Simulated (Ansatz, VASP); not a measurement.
## One calculation of Si2W, two programs

File INCAR:

```
SYSTEM = Si2W
PREC     = Accurate       ! precision mode
ENCUT    = 520            ! plane-wave cutoff, eV
EDIFF    = 1E-6           ! SCF threshold, eV
ISMEAR   = 0              ! smearing method
SIGMA    = 0.15           ! smearing width, eV
LREAL    = .False.        ! projectors in reciprocal space
LASPH    = .True.         ! aspherical terms in the spheres
NELM     = 60             ! most SCF steps
ALGO     = Normal         ! electronic algorithm
ISIF     = 2              ! what is computed and relaxed
LWAVE    = .False.        ! write WAVECAR
LCHARG   = .True.         ! write CHGCAR
GGA      = CA             ! functional
LELF     = .True.         ! ELF
LVHAR    = .True.       
NBANDS   = 18             ! bands
```

Contents of KPOINTS:

```
Automatic mesh
0
Gamma
  18 18 18
  0 0 0
```

Contents of POSCAR:

```
Si2W
1.0
   -1.6417347651      1.6417347651      3.6582775770
    1.6417347651     -1.6417347651      3.6582775770
    1.6417347651      1.6417347651     -3.6582775770
Si W
2 1
Direct
    0.3668292265      0.3668292265      0.0000000000
    0.6331707735      0.6331707735      0.0000000000
    0.0000000000      0.0000000000      0.0000000000
```

Input for Ansatz:

```yaml
crystal:
  lattice:
    - [-1.6417347651, 1.6417347651, 3.658277577]
    - [1.6417347651, -1.6417347651, 3.658277577]
    - [1.6417347651, 1.6417347651, -3.658277577]
  atoms:
    - { symbol: Si, position: [0.3668292265, 0.3668292265, 0.0] }
    - { symbol: Si, position: [0.6331707735, 0.6331707735, 0.0] }
    - { symbol: W, position: [0.0, 0.0, 0.0] }
basis:
  ecutwfc: 420
kpoints:
  mp_grid: { grid: [18, 18, 18] }
hamiltonian:
  xc: lda
  pseudopotentials: { kind: paw, azcp: { folder: soft_1 } }
scf:
  occupations: { method: gaussian, width: 0.15 }
output:
  forces: true
  stress: true
  eigenvalues: true
```

Alike in both runs: task single point; functional LDA; k mesh 18 × 18 × 18; occupations gaussian, width 0.15 eV; no spin polarisation.

|  | VASP | Ansatz |
| --- | --- | --- |
| version | VASP 6.6.1 | Ansatz 0.2.0 |
| potentials or method | VASP PAW LDA potentials, release 64 (Si, W_sv), cutoff 520 eV | scalar-relativistic, plane waves, PAW |
| valence electrons in the cell | 22 | 22 |

|  | VASP | Ansatz | Ansatz less VASP |
| --- | --- | --- | --- |
| gap on the k mesh at the Fermi level (eV) | none | none | - |
| pressure (GPa) | 25.6 | 25.0 | -0.51 |
| traceless stress, the component that is largest in VASP (GPa) | 47.16 | 47.63 | +0.470 |
| rms of the force components (eV/Å) | 5.096 | 5.119 | +0.0234 |

Ansatz warns that its potentials were made for another functional, while VASP's fit it. LDA's correlation is that of Perdew and Zunger in VASP and of Perdew and Wang (1992) in Ansatz. Atom by atom the forces differ by 0.023 eV/Å (rms over components). A gap of «none» marks a metal or a gap that the smearing closes.

Spin-orbit coupling is off throughout.
